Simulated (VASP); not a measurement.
# Mo: single point with r2SCAN

Mo:

```
CELL_PARAMETERS angstrom
2.78916 0.00000 0.00000
-1.39458 2.41548 0.00000
0.00000 0.00000 2.60530
ATOMIC_POSITIONS crystal
Mo 0.00000 0.00000 0.50000
```

```json
{
 "Program": "VASP 6.6.1",
 "Task": "single point",
 "Functional": "r2SCAN",
 "Potentials or basis": "VASP PAW PBE potentials, release 64 (Mo_sv)",
 "Cutoff": "520 eV",
 "k mesh": "12 × 12 × 11",
 "Occupations": "fermi-dirac, width 0.1 eV",
 "Spin": "no spin polarisation",
 "Dipole correction": "no",
 "Further INCAR settings": "ALGO = Normal; EDIFF = 1e-07; NBANDS = 13"
}
```

| Item | Value |
| --- | --- |
| Pressure | -10.4 GPa |
| Band gap on the k mesh | zero (band 7 reaches 11.53 eV, above the bottom of band 8 at 9.87 eV) |

Stress tensor (GPa, compression positive):
```
 -8.86   0.00   0.00
  0.00  -8.86   0.00
  0.00   0.00 -13.46
```

Levels at points of the mesh, in eV from the Fermi level:
```csv
k point,band 3,band 4,band 5,band 6,band 7,band 8,band 9,band 10,band 11,band 12
"(0.00, 0.00, 0.00)",-35.66,-35.65,-7.06,-4.47,-0.89,-0.89,3.97,3.97,13.44,16.18
"(0.50, 0.00, 0.00)",-35.95,-35.51,-4.92,-3.32,0.76,1.05,3.36,4.18,9.83,13.68
```

Wall time 35 s on 1 thread of Intel(R) Xeon(R) 6975P-C (Granite Rapids) (shared host), peak memory 0.15 GiB.

Caveat: the PAW data sets were made with another functional, which shifts forces and pressure a little.
